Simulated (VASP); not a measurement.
# MgO (P1) in VASP: further runs, part 2 of 2

VASP 6.6.1.

## 5. Single point, PBEsol

This run uses another cell than the first one, of 9.36 Å³/atom.

Contents of INCAR:

```
PREC = Accurate
ENCUT = 520
EDIFF = 1E-6
ISMEAR = 0
SIGMA = 0.05
LREAL = False
LASPH = True
NELM = 60
ALGO = Normal
ISIF = 2
LWAVE = False
LCHARG = True
GGA = PS
LELF = True
LVHAR = True
NBANDS = 36
```

Contents of KPOINTS:

```
Automatic mesh
0
Gamma
  9 9 2
```

Contents of POSCAR:

```
MgO
1.0
    2.1075959645     -2.1075959645      0.0000000000
    2.1075959645      0.0000000000     -2.1075959645
    9.0626626474      8.4303838580      7.7981050687
Mg O
6 6
Direct
    1.0000000000     -0.1125000000      0.3750000000
    0.3333333333      0.2708333333      0.2083333333
    0.6666666667      0.5041666667      0.5416666667
    1.0000000000      0.7375000000      0.8750000000
    0.3333333333      0.1208333333      0.7083333333
    0.6666666667      0.6541666667      0.0416666667
    0.6666666667      0.5791666667      0.2916666667
    0.0000000000     -0.0375000000      0.1250000000
    0.3333333333      0.1958333333      0.4583333333
    0.6666666667      0.4291666667      0.7916666667
    1.0000000000      0.8125000000      0.6250000000
    0.3333333333      0.0458333333      0.9583333333
```

On the command line:

```
$ cat potpaw_PBE.64/Mg/POTCAR potpaw_PBE.64/O/POTCAR > POTCAR
$ mpirun -np 1 vasp_std > vasp.out
```

It took 7.7 min on 1 thread of Oxide Virtual Turin-like, shared host; peak memory 0.36 GiB.

It converged, with:

```
Free energy            : -73.3633 eV
Pressure               : 6.2 GPa
Largest force          : 8.818 eV/Å
Band gap on the k mesh : 4.29 eV
```

Forces on the atoms (eV/Å):
```
Mg   0.032  0.032  0.032
Mg   0.058  0.064  0.068
Mg   0.033  0.033  0.033
Mg   0.007 -0.344 -0.229
Mg   0.033  0.032  0.032
Mg   3.209  0.192  8.212
O   -0.040 -0.028 -0.028
O   -0.176  0.308  0.224
O   -0.033 -0.032 -0.032
O   -0.019 -0.024 -0.043
O   -0.032 -0.032 -0.033
O   -3.070 -0.200 -8.236
```

Stress tensor (GPa, compression positive):
```
 1.78 -0.86  7.25
-0.86  0.83  3.34
 7.25  3.34 16.15
```

Levels at points of the mesh, in eV from the valence-band top:
```tsv
k point	band 20	band 21	band 22	band 23	band 24	band 25	band 26	band 27	band 28	band 29
(0.00, 0.00, 0.00)	-0.31	-0.23	-0.14	-0.11	0.00	4.29	5.56	5.94	7.24	7.42
(0.00, 0.00, 0.50)	-0.38	-0.30	-0.19	-0.13	-0.04	4.56	4.98	6.53	6.86	7.55
```

Caveat: the stress differs along the axes, from 1 to 16 GPa; the PAW data sets were made with another functional, which shifts forces and pressure a little. A k mesh can miss the band edges.

## 6. Single point, PBEsol (the part above a cut slid along it)

Contents of INCAR:

```
ALGO     = Normal         # electronic algorithm
EDIFF    = 1E-6           # SCF threshold, eV
ENCUT    = 520            # plane-wave cutoff, eV
GGA      = PS             # functional
ISIF     = 2              # what is computed and relaxed
ISMEAR   = 0              # smearing method
LASPH    = True           # aspherical terms in the spheres
LCHARG   = False          # write CHGCAR
LREAL    = False          # projectors in reciprocal space
LWAVE    = False          # write WAVECAR
NBANDS   = 36             # bands
NELM     = 60             # most SCF steps
PREC     = Accurate       # precision mode
SIGMA    = 0.05           # smearing width, eV
```

Contents of KPOINTS:

```
k-points
0
Gamma
  9 9 2
```

Contents of POSCAR:

```
MgO
1.0
    2.1075959645     -2.1075959645      0.0000000000
    2.1075959645      0.0000000000     -2.1075959645
    9.4754948380      8.6324564522      7.7894180664
Mg O
6 6
Direct
    1.0000000000     -0.1464887296      0.3662218239
    0.3333333333      0.2519507058      0.2034565688
    0.6666666667      0.4550718351      0.5289870790
    1.0000000000      0.6581929644      0.8545175891
    0.3333333333      0.0566323997      0.6917523341
    0.6666666667      0.6503901412      0.0406913138
    0.6666666667      0.5527309881      0.2848391964
    0.0000000000     -0.0488295765      0.1220739413
    0.3333333333      0.1542915528      0.4476044514
    0.6666666667      0.3574126820      0.7731349616
    1.0000000000      0.7558521174      0.6103697065
    0.3333333333     -0.0410267533      0.9359002167
```

Potentials or basis: VASP PAW PBE potentials, release 64 (Mg, O).

On the command line:

```
$ cat potpaw_PBE.64/Mg/POTCAR potpaw_PBE.64/O/POTCAR > POTCAR
$ mpirun -np 1 vasp_std > vasp.out
```

OUTCAR:

```text
EDIFF = 1E-6
   ENCUT = 520
   GGA = PS
   ISIF = 2
   ISMEAR = 0
   LASPH = True
   LREAL = False
   NELM = 60
   PREC = Accurate

 ion  position               nearest neighbor table
   1  0.000  0.854  0.366-   7 2.11   9 2.11   9 2.11   7 2.11   9 2.11   7 2.11   3 2.98   2 2.98
                             2 2.98   2 2.98   3 2.98   3 2.98
   2  0.333  0.252  0.203-   8 2.11   8 2.11   8 2.11   7 2.11   7 2.11   7 2.11   6 2.98   6 2.98
                             6 2.98   1 2.98   1 2.98   1 2.98
   3  0.667  0.455  0.529-  11 2.11  11 2.11  11 2.11   9 2.11   9 2.11   9 2.11   1 2.98   5 2.98
                             5 2.98   1 2.98   1 2.98   5 2.98
   4  0.000  0.658  0.855-  10 2.11  10 2.11  10 2.11  12 2.11  12 2.11  12 2.11   6 2.93   5 2.98
                             5 2.98   5 2.98   6 3.48
   5  0.333  0.057  0.692-  10 2.11  10 2.11  10 2.11  11 2.11  11 2.11  11 2.11   4 2.98   4 2.98
                             4 2.98   3 2.98   3 2.98   3 2.98
   6  0.667  0.650  0.041-  12 1.81   8 2.11   8 2.11   8 2.11  12 2.61   4 2.93   2 2.98   2 2.98
                             2 2.98   4 3.48
[... 1160 lines left out ...]

  FORCE on cell =-STRESS in cart. coord.  units (eV):
  Direction    XX          YY          ZZ          XY          YZ          ZX
  --------------------------------------------------------------------------------------
  -------------------------------------------------------------------------------------
  Total       -0.0955102     -0.8161711      1.3960746     -1.5162370     -0.2400719      0.2109935
  in kB       -1.3302405    -11.3674069     19.4441442    -21.1177340     -3.3436551      2.9386599
  external PRESSURE =       2.2488323 kB  Pullay stress =       0.0000000 kB

 VOLUME and BASIS-vectors are now :
 -----------------------------------------------------------------------------
  energy-cutoff  :      520.00
  volume of cell :      115.04
      direct lattice vectors                 reciprocal lattice vectors
     2.107595965 -2.107595965  0.000000000     0.158158081 -0.316316162  0.158158081
     2.107595965  0.000000000 -2.107595965     0.142712497  0.142712497 -0.331761746
     9.475494838  8.632456452  7.789418066     0.038613961  0.038613961  0.038613961

 POSITION                                       TOTAL-FORCE (eV/Angst)
 -----------------------------------------------------------------------------------
      5.26899      3.16139      1.05380         0.222131      0.222283      0.222316
      3.16139      1.05380      1.05380         0.244480      0.245303      0.247618
      7.37659      3.16139      3.16139         0.223299      0.223289      0.223296
      9.48418      7.37659      5.26899         0.558835      0.421606      0.516176
      7.37659      5.26899      5.26899         0.221937      0.221834      0.221742
      3.16139     -1.05380     -1.05380         0.172661     -0.878004      0.882838
      5.26899      1.05380      1.05380        -0.225377     -0.218394     -0.220858
      3.16139      1.05380     -1.05380        -0.274515     -0.006811     -0.147255
      5.26899      3.16139      3.16139        -0.222987     -0.222597     -0.222587
      9.48418      5.26899      5.26899        -0.211292     -0.214578     -0.222848
      7.37659      5.26899      3.16139        -0.223602     -0.223469     -0.223650
     11.59178      7.37659      5.26899        -0.485569      0.429537     -1.276789
 -----------------------------------------------------------------------------------
    total drift:                                0.000424     -0.000044     -0.000874

  FREE ENERGIE OF THE ION-ELECTRON SYSTEM (eV)
  ---------------------------------------------------
  free  energy   TOTEN  =       -73.9607222019 eV

  energy  without entropy=      -73.9607222019  energy(sigma->0) =      -73.96072220
```

It took 8.2 min on 1 thread of Oxide Virtual Turin-like, shared host; peak memory 0.37 GiB.

What came out:

| Item | Value |
| --- | --- |
| Free energy | -73.9607 eV |
| Pressure | 0.2 GPa |
| Largest force | 1.432 eV/Å |
| Band gap on the k mesh | 2.40 eV |

Forces in eV/Å, atoms in the order of the input:
```
Mg   0.222  0.222  0.222
Mg   0.244  0.245  0.248
Mg   0.223  0.223  0.223
Mg   0.559  0.422  0.516
Mg   0.222  0.222  0.222
Mg   0.173 -0.878  0.883
O   -0.225 -0.218 -0.221
O   -0.275 -0.007 -0.147
O   -0.223 -0.223 -0.223
O   -0.211 -0.215 -0.223
O   -0.224 -0.223 -0.224
O   -0.486  0.430 -1.277
```

Caveat: the cell differs from its parent crystal (the part above a cut slid along it); the PAW data sets were made with another functional, which shifts forces and pressure a little.

## 7. Summary

```csv
cell,gap on the mesh (eV),pressure (GPa),largest force (eV/Å)
"a = 2.981, b = 2.981, c = 15.448 Å, angles 85.6, 87.8, 60.0°, 12 atoms",0.15,-2.8,3.30
"a = 2.981, b = 2.981, c = 15.405 Å, angles 88.9, 89.4, 60.0°, 12 atoms",0.32,-3.5,3.50
"a = 2.981, b = 2.981, c = 14.605 Å, angles 88.8, 89.4, 60.0°, 12 atoms",4.53,0.2,1.27
"a = 2.981, b = 2.981, c = 14.629 Å, angles 86.5, 88.2, 60.0°, 12 atoms",4.29,6.2,8.82
"a = 2.981, b = 2.981, c = 14.999 Å, angles 85.4, 87.7, 60.0°, 12 atoms",2.40,0.2,1.43
```

Alike in all rows: task single point; level PBEsol; potentials or basis VASP PAW PBE potentials, release 64 (Mg, O); no spin polarisation; k mesh 9 × 9 × 2; cutoff (eV) 520; smearing gaussian 0.05 eV.

Caveats: the PAW data sets were made with another functional, which shifts forces and pressure a little; semilocal functionals underestimate gaps, and a narrow one can read as zero (at least some runs); the cell stands under tension (at least some runs); the stress differs along the axes, from 1 to 16 GPa (at least some runs).

Total energies depend on the potentials used, so only differences within one code and one set of settings carry meaning.
